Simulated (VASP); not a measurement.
# Al3FeCo2 (P-3m1) in VASP: notebook, part 2 of 2

VASP 6.6.1. The steps go on from the part before.

## Step 3: Single point, PBE (10.59 Å³/atom)

This run uses another cell than the first one, of 10.59 Å³/atom.

Contents of INCAR:

```
SYSTEM = Al3FeCo2
ALGO = Fast
EDIFF = 1E-7
ENCUT = 520
GGA = PE
ISIF = 2
ISMEAR = 0
LASPH = .True.
LCHARG = .True.
LELF = .True.
LREAL = .False.
LVHAR = .True.
LWAVE = .False.
NBANDS = 26
NELM = 100
PREC = Accurate
SIGMA = 0.1
```

Contents of KPOINTS:

```
k-points
0
Gamma
  12 12 8
  0 0 0
```

Contents of POSCAR:

```
Al3FeCo2
1.0
    3.9140692007      0.0000000000      0.0000000000
   -1.9570346003      3.3896833600      0.0000000000
    0.0000000000      0.0000000000      4.7910515793
Al Fe Co
3 1 2
Direct
    0.0000000000      0.0000000000      0.0000000000
    0.6666666667      0.3333333333      0.3343748559
    0.3333333333      0.6666666667      0.6656251441
    0.0000000000      0.0000000000      0.5000000000
    0.3333333333      0.6666666667      0.1651976731
    0.6666666667      0.3333333333      0.8348023269
```

Potentials or basis: VASP PAW PBE potentials, release 64 (Al, Fe, Co).

Started as:

```sh
> cat potpaw_PBE.64/Al/POTCAR potpaw_PBE.64/Fe/POTCAR potpaw_PBE.64/Co/POTCAR > POTCAR
> mpirun -np 1 vasp_std > vasp.out
```

OUTCAR:

```text
SYSTEM = Al3FeCo2
   EDIFF = 1E-7
   ENCUT = 520
   GGA = PE
   ISIF = 2
   ISMEAR = 0
   LASPH = .True.
   LREAL = .False.
   NELM = 100
   PREC = Accurate

 ion  position               nearest neighbor table
   1  0.000  0.000  0.000-   5 2.39   6 2.39   5 2.39   6 2.39   6 2.39   5 2.39   4 2.40   4 2.40
                             2 2.77   3 2.77   3 2.77   2 2.77   3 2.77   2 2.77
   2  0.667  0.333  0.334-   6 2.39   4 2.40   4 2.40   4 2.40   6 2.40   5 2.40   5 2.40   5 2.40
                             3 2.76   3 2.76   3 2.76   1 2.77   1 2.77   1 2.77
   3  0.333  0.667  0.666-   5 2.39   4 2.40   4 2.40   4 2.40   5 2.40   6 2.40   6 2.40   6 2.40
                             2 2.76   2 2.76   2 2.76   1 2.77   1 2.77   1 2.77
   4  0.000  0.000  0.500-   2 2.40   3 2.40   3 2.40   2 2.40   2 2.40   3 2.40   1 2.40   1 2.40
                             6 2.77   5 2.77   6 2.77   5 2.77   6 2.77   5 2.77
   5  0.333  0.667  0.165-   3 2.39   1 2.39   1 2.39   1 2.39   3 2.40   2 2.40   2 2.40   2 2.40
                             6 2.76   6 2.76   6 2.76   4 2.77   4 2.77   4 2.77
   6  0.667  0.333  0.835-   2 2.39   1 2.39   1 2.39   1 2.39   2 2.40   3 2.40   3 2.40   3 2.40
                             5 2.76   5 2.76   5 2.76   4 2.77   4 2.77   4 2.77

  LATTYP: Found a hexagonal cell.
 ALAT       =     3.9140692007
 C/A-ratio  =     1.2240589866

  Lattice vectors:

 A1 = (   3.9140692007,   0.0000000000,   0.0000000000)
 A2 = (  -1.9570346003,   3.3896833600,   0.0000000000)
 A3 = (   0.0000000000,   0.0000000000,   4.7910515793)

Analysis of symmetry for initial positions (statically):
=====================================================================
 Subroutine PRICEL returns:
 Original cell was already a primitive cell.

 Routine SETGRP: Setting up the symmetry group for a
 hexagonal supercell.

 Subroutine GETGRP returns: Found 12 space group operations
 (whereof 12 operations were pure point group operations)
 out of a pool of 24 trial point group operations.

The static configuration has the point symmetry D_3d.

Analysis of symmetry for dynamics (positions and initial velocities):
=====================================================================
 Subroutine PRICEL returns:
 Original cell was already a primitive cell.

 Routine SETGRP: Setting up the symmetry group for a
 hexagonal supercell.

 Subroutine GETGRP returns: Found 12 space group operations
 (whereof 12 operations were pure point group operations)
 out of a pool of 24 trial point group operations.

The dynamic configuration has the point symmetry D_3d.

 Subroutine INISYM returns: Found 12 space group operations
 (whereof 12 operations are pure point group operations),
 and found     1 'primitive' translations

----------------------------------------------------------------------------------------

                                     Primitive cell

  volume of cell :      63.5651

  direct lattice vectors                    reciprocal lattice vectors
     3.914069201  0.000000000  0.000000000     0.255488585  0.147506403  0.000000000
    -1.957034600  3.389683360  0.000000000     0.000000000  0.295012806  0.000000000
     0.000000000  0.000000000  4.791051579     0.000000000  0.000000000  0.208722445

  length of vectors
     3.914069201  3.914069201  4.791051579     0.295012806  0.295012806  0.208722445
[... 50 lines left out ...]
  0.333333  0.000000  0.000000      6.000000
  0.416667  0.000000  0.000000      6.000000
[... 16 lines left out ...]
  0.166667  0.000000  0.125000      6.000000
  0.000000  0.166667  0.125000      6.000000
 [... further k-points ...]
   k-points           NKPTS =    131   k-points in BZ     NKDIM =    131   number of bands    NBANDS=     26
   number of dos      NEDOS =    301   number of ions     NIONS =      6
   total plane-waves  NPLWV =  32400
   dimension x,y,z NGX =    30 NGY =   30 NGZ =   36
   dimension x,y,z NGXF=    60 NGYF=   60 NGZF=   72
   ions per type =               3   1   2
   NGX,Y,Z   is equivalent  to a cutoff of  12.74, 12.74, 12.49 a.u.
   NGXF,Y,Z  is equivalent  to a cutoff of  25.48, 25.48, 24.98 a.u.
 SYSTEM =  Al3FeCo2
   PREC   = accura    normal or accurate (medium, high low for compatibility)
   ISTART =      0    job   : 0-new  1-cont  2-samecut
   ICHARG =      2    charge: 1-file 2-atom 10-const
   ISPIN  =      1    spin polarized calculation?
   LNONCOLLINEAR =      F non collinear calculations
   LSORBIT =      F    spin-orbit coupling
   LASPH  =      T    aspherical Exc in radial PAW
   ENCUT  =  520.0 eV  38.22 Ry    6.18 a.u.   7.28  7.28  8.91*2*pi/ulx,y,z
   NELM   =    100;   NELMIN=  2; NELMDL= -5     # of ELM steps
   EDIFF  = 0.1E-06   stopping-criterion for ELM
   LREAL  =      F    real-space projection
   EDIFFG = 0.1E-05   stopping-criterion for IOM
   NSW    =      0    number of steps for IOM
   IBRION =     -1    ionic relax: 0-MD 1-quasi-New 2-CG
   NFREE  =      0    steps in history (QN), initial steepest desc. (CG)
   ISIF   =      2    stress and relaxation
   ISYM   =      2    0-nonsym 1-usesym 2-fastsym
   POTIM  = 0.5000    time-step for ionic-motion
   TEBEG  =    0.0;   TEEND  =   0.0 temperature during run
   PSTRESS=    0.0 pullay stress
   NELECT =      35.0000    total number of electrons
   NUPDOWN=      -1.0000    fix difference up-down
   EMIN   =  10.00;   EMAX   =-10.00  energy-range for DOS
   EFERMI =   0.00;   METHOD = LEGACY
   ISMEAR =     0;   SIGMA  =   0.10  broadening in eV -4-tet -1-fermi 0-gaus
   EFERMI_NEDOS =   21; number of points for ismear=-14 and -15
   IALGO  =     68    algorithm
   IMIX   =      4    mixing-type and parameters
     AMIX     =   0.40;   BMIX     =  1.00
     AMIX_MAG =   1.60;   BMIX_MAG =  1.00
  volume/ion in A,a.u.               =      10.59        71.49
  Fermi-wavevector in a.u.,A,eV,Ry     =   1.341811  2.535655 24.496702  1.800457
  Thomas-Fermi vector in A             =   2.470015
   LORBIT       =      0    0 simple, 1 ext, 2 COOP (PROOUT), +10 PAW based schemes
   GGA     = PE    functional components
   LHFCALC =     F    Hartree Fock is set to
   AEXX    =    0.0000 exact exchange contribution
   IVDW    =     0    specifies the selected vdW correction
   LEPSILON=     F    determine dielectric tensor
   LRPA    =     F    only Hartree local field effects (RPA)
 non-spin polarized calculation
 RMM-DIIS sequential band-by-band and
 Gauss-broadening in eV      SIGMA  =   0.10
  energy-cutoff  :      520.00
  volume of cell :       63.57
 maximum number of plane-waves:      1751
 NGX is ok and might be reduce to    30
   NGX = 15   NGY = 15   NGZ = 17

 number of electron      34.9999999 magnetization

 Free energy of the ion-electron system (eV)
  ---------------------------------------------------
  ext. energy  EPLUGINS =         0.00000000
  ---------------------------------------------------
  free energy    TOTEN  =       -36.35661543 eV

  energy without entropy =      -36.34586129  energy(sigma->0) =      -36.35123836

 E-fermi :  10.6469     XC(G=0): -12.6995

 val. band max:       10.6393227277   @ k =   0.0833   0.0000   0.2500
 cond. band min:      10.6486979288   @ k =   0.1667   0.1667   0.2500
 fundamental gap:      0.0093752011
 Fermi energy:        10.6468951293

 k-point     1 :       0.0000    0.0000    0.0000
  band No.  band energies     occupation
      1      -0.5204      2.00000
      2       5.0287      2.00000
      3       5.0341      2.00000
      4       7.4013      2.00000
      5       7.4013      2.00000
      6       7.5591      2.00000
[... 685 lines left out ...]
     25      16.5690      0.00000
     26      17.4751      0.00000

 [... further k-points ...]

------------------------ aborting loop because EDIFF is reached ----------------------------------------

  FORCE on cell =-STRESS in cart. coord.  units (eV):
  Direction    XX          YY          ZZ          XY          YZ          ZX
  --------------------------------------------------------------------------------------
  -------------------------------------------------------------------------------------
  Total        8.2548349      8.2548349      8.2562505      0.0000000      0.0000000      0.0000000
  in kB      208.0657031    208.0657031    208.1013819      0.0000000      0.0000000      0.0000000
  external PRESSURE =     208.0775961 kB  Pullay stress =       0.0000000 kB

 VOLUME and BASIS-vectors are now :
 -----------------------------------------------------------------------------
  energy-cutoff  :      520.00
  volume of cell :       63.57
      direct lattice vectors                 reciprocal lattice vectors
     3.914069201  0.000000000  0.000000000     0.255488585  0.147506403  0.000000000
    -1.957034600  3.389683360  0.000000000     0.000000000  0.295012806  0.000000000
     0.000000000  0.000000000  4.791051579     0.000000000  0.000000000  0.208722445

 POSITION                                       TOTAL-FORCE (eV/Angst)
 -----------------------------------------------------------------------------------
      0.00000      0.00000      0.00000         0.000000      0.000000      0.000000
      1.95703      1.12989      1.60201         0.000000      0.000000     -0.004081
     -0.00000      2.25979      3.18904        -0.000000     -0.000000      0.004081
      0.00000      0.00000      2.39553         0.000000      0.000000      0.000000
     -0.00000      2.25979      0.79147         0.000000      0.000000     -0.012645
      1.95703      1.12989      3.99958         0.000000     -0.000000      0.012645
 -----------------------------------------------------------------------------------
    total drift:                               -0.000000      0.000000      0.000000

  FREE ENERGIE OF THE ION-ELECTRON SYSTEM (eV)
  ---------------------------------------------------
  free  energy   TOTEN  =       -36.3566154323 eV

  energy  without entropy=      -36.3458612872  energy(sigma->0) =      -36.35123836
```

Run time: 9.6 min. Hardware: 1 thread of Intel Xeon 8259CL, shared host; peak memory 0.34 GiB.

Results:

| Item | Value |
| --- | --- |
| Free energy | -36.3566 eV |
| Pressure | 20.8 GPa |
| Largest force | 0.013 eV/Å |
| Band gap on the k mesh | zero (an odd number of electrons rules out a gap without spin polarisation) |

Forces on the atoms (eV/Å):
```
Al   0.000  0.000  0.000
Al   0.000  0.000 -0.004
Al   0.000  0.000  0.004
Fe   0.000  0.000  0.000
Co   0.000  0.000 -0.013
Co   0.000  0.000  0.013
```

Caveat: the cell stands under pressure; the run has no spin polarisation, though such a crystal can be magnetic. Spin polarisation is off, so any magnetic state and its effect on volume and gap are missing.

## Step 4: Single point, PBE (10.94 Å³/atom)

This run uses another cell than the first one, of 10.94 Å³/atom.

Contents of INCAR:

```
PREC = Accurate ; ENCUT = 520
EDIFF = 1E-6 ; ISMEAR = 0
SIGMA = 0.1 ; LREAL = F
LASPH = T ; NELM = 60
ALGO = Fast ; ISIF = 2
LWAVE = F ; LCHARG = F
GGA = PE ; NBANDS = 26
```

Contents of KPOINTS:

```
regular mesh
0
Gamma
  12 12 8
```

Contents of POSCAR:

```
Al3FeCo2
1.0
    3.9566349687      0.0000000000      0.0000000000
   -1.9783174843      3.4265463964      0.0000000000
    0.0000000000      0.0000000000      4.8430877414
Al Fe Co
3 1 2
Direct
    0.0000000000      0.0000000000      0.0000000000
    0.6666666667      0.3333333333      0.3343646651
    0.3333333333      0.6666666667      0.6656353349
    0.0000000000      0.0000000000      0.5000000000
    0.3333333333      0.6666666667      0.1653118181
    0.6666666667      0.3333333333      0.8346881819
```

Potentials or basis: VASP PAW PBE potentials, release 64 (Al, Fe, Co).

Started as:

```sh
> cat potpaw_PBE.64/Al/POTCAR potpaw_PBE.64/Fe/POTCAR potpaw_PBE.64/Co/POTCAR > POTCAR
> mpirun -np 1 vasp_std > vasp.out
```

OUTCAR:

```text
PREC = Accurate
   ENCUT = 520
   EDIFF = 1E-6
   ISMEAR = 0
   LREAL = F
   LASPH = T
   NELM = 60
   ISIF = 2
   GGA = PE

 ion  position               nearest neighbor table
   1  0.000  0.000  0.000-   5 2.42   6 2.42   5 2.42   6 2.42   6 2.42   5 2.42   4 2.42   4 2.42
                             2 2.80   3 2.80   3 2.80   2 2.80   3 2.80   2 2.80
   2  0.667  0.333  0.334-   6 2.42   4 2.42   4 2.42   4 2.42   6 2.42   5 2.43   5 2.43   5 2.43
                             3 2.79   3 2.79   3 2.79   1 2.80   1 2.80   1 2.80
   3  0.333  0.667  0.666-   5 2.42   4 2.42   4 2.42   4 2.42   5 2.42   6 2.43   6 2.43   6 2.43
                             2 2.79   2 2.79   2 2.79   1 2.80   1 2.80   1 2.80
   4  0.000  0.000  0.500-   2 2.42   3 2.42   3 2.42   2 2.42   2 2.42   3 2.42   1 2.42   1 2.42
                             6 2.80   5 2.80   6 2.80   5 2.80   6 2.80   5 2.80
   5  0.333  0.667  0.165-   3 2.42   1 2.42   1 2.42   1 2.42   3 2.42   2 2.43   2 2.43   2 2.43
                             6 2.79   6 2.79   6 2.79   4 2.80   4 2.80   4 2.80
   6  0.667  0.333  0.835-   2 2.42   1 2.42   1 2.42   1 2.42   2 2.42   3 2.43   3 2.43   3 2.43
                             5 2.79   5 2.79   5 2.79   4 2.80   4 2.80   4 2.80

  LATTYP: Found a hexagonal cell.
 ALAT       =     3.9566349687
 C/A-ratio  =     1.2240420912

  Lattice vectors:

 A1 = (   3.9566349687,   0.0000000000,   0.0000000000)
 A2 = (  -1.9783174843,   3.4265463964,   0.0000000000)
 A3 = (   0.0000000000,   0.0000000000,   4.8430877414)

Analysis of symmetry for initial positions (statically):
=====================================================================
 Subroutine PRICEL returns:
 Original cell was already a primitive cell.

 Routine SETGRP: Setting up the symmetry group for a
 hexagonal supercell.

 Subroutine GETGRP returns: Found 12 space group operations
 (whereof 12 operations were pure point group operations)
 out of a pool of 24 trial point group operations.

The static configuration has the point symmetry D_3d.

Analysis of symmetry for dynamics (positions and initial velocities):
=====================================================================
[... 144 lines left out ...]
   LHFCALC =     F    Hartree Fock is set to
   AEXX    =    0.0000 exact exchange contribution
   IVDW    =     0    specifies the selected vdW correction
   LEPSILON=     F    determine dielectric tensor
   LRPA    =     F    only Hartree local field effects (RPA)
 non-spin polarized calculation
 RMM-DIIS sequential band-by-band and
 Gauss-broadening in eV      SIGMA  =   0.10
  energy-cutoff  :      520.00
  volume of cell :       65.66
 maximum number of plane-waves:      1801
 NGX is ok and might be reduce to    30
   NGX = 15   NGY = 15   NGZ = 19

 number of electron      35.0000007 magnetization

 Free energy of the ion-electron system (eV)
  ---------------------------------------------------
  ext. energy  EPLUGINS =         0.00000000
  ---------------------------------------------------
  free energy    TOTEN  =       -36.57310716 eV

  energy without entropy =      -36.56190364  energy(sigma->0) =      -36.56750540

 E-fermi :  10.2299     XC(G=0): -12.5383

 val. band max:       10.2239522492   @ k =   0.0833  -0.0000   0.2500
 cond. band min:      10.2302237333   @ k =   0.1667   0.1667   0.2500
 fundamental gap:      0.0062714840
 Fermi energy:        10.2299305413

 k-point     1 :       0.0000    0.0000    0.0000
  band No.  band energies     occupation
      1      -0.7376      2.00000
      2       4.7214      2.00000
      3       4.7283      2.00000
      4       7.1024      2.00000
      5       7.1024      2.00000
      6       7.2516      2.00000
[... 685 lines left out ...]
     25      15.9748      0.00000
     26      16.8391      0.00000

 [... further k-points ...]

------------------------ aborting loop because EDIFF is reached ----------------------------------------

  FORCE on cell =-STRESS in cart. coord.  units (eV):
  Direction    XX          YY          ZZ          XY          YZ          ZX
  --------------------------------------------------------------------------------------
  -------------------------------------------------------------------------------------
  Total        5.2020477      5.2020477      5.2034620      0.0000000      0.0000000      0.0000000
  in kB      126.9345863    126.9345863    126.9690964      0.0000000      0.0000000      0.0000000
  external PRESSURE =     126.9460896 kB  Pullay stress =       0.0000000 kB

 VOLUME and BASIS-vectors are now :
 -----------------------------------------------------------------------------
  energy-cutoff  :      520.00
  volume of cell :       65.66
      direct lattice vectors                 reciprocal lattice vectors
     3.956634969  0.000000000  0.000000000     0.252740020  0.145919518  0.000000000
    -1.978317484  3.426546396  0.000000000     0.000000000  0.291839037  0.000000000
     0.000000000  0.000000000  4.843087741     0.000000000  0.000000000  0.206479844

 POSITION                                       TOTAL-FORCE (eV/Angst)
 -----------------------------------------------------------------------------------
      0.00000      0.00000      0.00000         0.000000      0.000000     -0.000000
      1.97832      1.14218      1.61936         0.000000      0.000000     -0.003489
     -0.00000      2.28436      3.22373        -0.000000     -0.000000      0.003489
      0.00000      0.00000      2.42154         0.000000      0.000000     -0.000000
     -0.00000      2.28436      0.80062        -0.000000      0.000000     -0.011763
      1.97832      1.14218      4.04247         0.000000      0.000000      0.011763
 -----------------------------------------------------------------------------------
    total drift:                               -0.000000      0.000000      0.000000

  FREE ENERGIE OF THE ION-ELECTRON SYSTEM (eV)
  ---------------------------------------------------
  free  energy   TOTEN  =       -36.5731071643 eV

  energy  without entropy=      -36.5619036415  energy(sigma->0) =      -36.56750540
```

Run time: 7.4 min. Hardware: 1 thread of Intel Xeon 8259CL, shared host; peak memory 0.35 GiB.

Results:

- Free energy: -36.5731 eV
- Pressure: 12.7 GPa
- Largest force: 0.012 eV/Å
- Band gap on the k mesh: zero (an odd number of electrons rules out a gap without spin polarisation)

Forces in eV/Å, atoms in the order of the input:
```
Al   0.000  0.000  0.000
Al   0.000  0.000 -0.003
Al   0.000  0.000  0.003
Fe   0.000  0.000  0.000
Co   0.000  0.000 -0.012
Co   0.000  0.000  0.012
```

Levels at points of the mesh, in eV from the Fermi level:
| k point | band 14 | band 15 | band 16 | band 17 | band 18 | band 19 | band 20 | band 21 | band 22 | band 23 |
| --- | --- | --- | --- | --- | --- | --- | --- | --- | --- | --- |
| (0.00, 0.00, 0.00) | -0.60 | -0.60 | -0.23 | -0.23 | -0.17 | 3.31 | 3.31 | 3.56 | 3.56 | 5.57 |
| (0.50, 0.00, 0.00) | -1.21 | -0.94 | -0.88 | -0.68 | -0.52 | 0.46 | 1.67 | 2.06 | 3.34 | 4.50 |
| (0.00, 0.00, 0.50) | -0.61 | -0.61 | 0.48 | 0.48 | 2.92 | 2.92 | 2.93 | 4.34 | 4.34 | 4.55 |
| (0.50, 0.00, 0.50) | -1.13 | -1.03 | -0.71 | -0.55 | -0.12 | 0.93 | 1.77 | 2.13 | 3.92 | 4.37 |

Caveat: the cell stands under pressure; the run has no spin polarisation, though such a crystal can be magnetic. Spin polarisation is off, so any magnetic state and its effect on volume and gap are missing.

## Step 5: Summary

```tsv
cell	further INCAR settings	gap on the mesh (eV)	pressure (GPa)	largest force (eV/Å)
a = 3.871, b = 3.871, c = 4.738 Å, angles 90.0, 90.0, 120.0°, 6 atoms	ALGO = Fast; EDIFF = 1e-06; NBANDS = 26	none	30.1	0.01
a = 3.914, b = 3.914, c = 4.791 Å, angles 90.0, 90.0, 120.0°, 6 atoms	ALGO = Fast; EDIFF = 1e-07; NBANDS = 26	none	20.8	0.01
a = 3.957, b = 3.957, c = 4.843 Å, angles 90.0, 90.0, 120.0°, 6 atoms	ALGO = Fast; EDIFF = 1e-06; NBANDS = 26	none	12.7	0.01
```

Alike in all rows: task single point; level PBE; potentials or basis VASP PAW PBE potentials, release 64 (Al, Fe, Co); no spin polarisation; k mesh 12 × 12 × 8; cutoff (eV) 520; smearing gaussian 0.1 eV.

Caveats: the cell stands under pressure; the run has no spin polarisation, though such a crystal can be magnetic.

Total energies depend on the potentials used, so only differences within one code and one set of settings carry meaning.
